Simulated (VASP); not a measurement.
# Ta: single point with RPBE

Crystal: Ta.

```
CELL_PARAMETERS angstrom
0.00000 2.99650 2.99650
2.99650 0.00000 2.99650
2.99650 2.99650 0.00000
ATOMIC_POSITIONS crystal
Ta 0.12500 0.12500 0.12500
Ta 0.87500 0.87500 0.87500
```

This isn't the form of Ta at room conditions, which is bcc.

| Quantity | Value |
| --- | --- |
| Program | VASP 6.6.1 |
| Task | single point |
| Functional | RPBE |
| Potentials or basis | VASP PAW PBE potentials, release 64 (Ta_pv) |
| Cutoff | 520 eV |
| k mesh | 10 × 10 × 10 |
| Occupations | fermi-dirac, width 0.1 eV |
| Spin | no spin polarisation |

- Pressure: 6.4 GPa
- Band gap on the k mesh: zero (bands 11 and 12 overlap by 0.85 eV)

Levels at points of the mesh, in eV from the Fermi level:
```csv
k point,band 8,band 9,band 10,band 11,band 12,band 13,band 14,band 15
"(0.00, 0.00, 0.00)",-1.09,-1.09,-0.31,-0.31,-0.31,2.11,2.11,2.11
"(0.50, 0.00, 0.00)",-1.32,-0.96,-0.96,-0.40,-0.40,-0.05,3.34,3.34
"(0.50, 0.50, 0.00)",-2.12,-0.95,-0.95,-0.29,-0.29,1.85,1.85,4.47
```

It took 55 s on 1 thread of Intel Xeon 8259CL, with other jobs on the host, peak memory 0.19 GiB.

Caveat: the cell stands under pressure; the PAW data sets were made with another functional, which shifts forces and pressure a little; spin-orbit coupling is left out, which moves the levels of the heavy elements.
